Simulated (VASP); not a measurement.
A run of VASP 6.6.1 is set up as follows.

Contents of INCAR:

```
  ALGO = Normal
  EDIFF = 1E-6
  ENCUT = 520
  GGA = PE
  ISIF = 2
  ISMEAR = 0
  LASPH = True
  LCHARG = False
  LREAL = False
  LWAVE = False
  NBANDS = 18
  NELM = 60
  PREC = Accurate
  SIGMA = 0.2
```

The input KPOINTS:

```
k-points
0
Gamma
  6 6 3
```

Contents of POSCAR:

```
ZrH5
1.0
    2.8042390674     -1.6374745138      0.4073042760
    2.8042390674      1.6374745138      0.4073042760
   -0.5587381142      0.0000000000      4.0603968748
Zr H
1 5
Direct
    0.5000000000      0.5000000000      0.5000000000
    0.1678412263      0.1678412263      0.2635021919
    0.8345375778      0.8345375778      0.2633797868
    0.5000000000      0.5000000000      0.0000000000
    0.1654624222      0.1654624222      0.7366202132
    0.8321587737      0.8321587737      0.7364978081
```

Potentials or basis: VASP PAW PBE potentials, release 64 (Zr_sv, H).

The run is started by

```sh
$ cat potpaw_PBE.64/Zr_sv/POTCAR potpaw_PBE.64/H/POTCAR > POTCAR
$ mpirun -np 1 vasp_std > vasp.out
```

**Question.** Estimate the largest force.

**Answer.** 0.006 eV/Å.

**Question.** What does it give for the pressure?

**Answer.** -0.2 GPa.

**Question.** What does it give for the band gap on the k mesh?

**Answer.** Zero (an odd number of electrons rules out a gap without spin polarisation).

Stress tensor (GPa, compression positive):
```
 0.09  0.00 -0.49
 0.00 -0.18  0.00
-0.49  0.00 -0.37
```

Caveat: the k points lie up to 0.51 Å⁻¹ apart, too coarse for converged energies and pressures of a metal; an odd number of electrons without spin polarisation forces a metal; a magnetic or distorted state may lie lower.
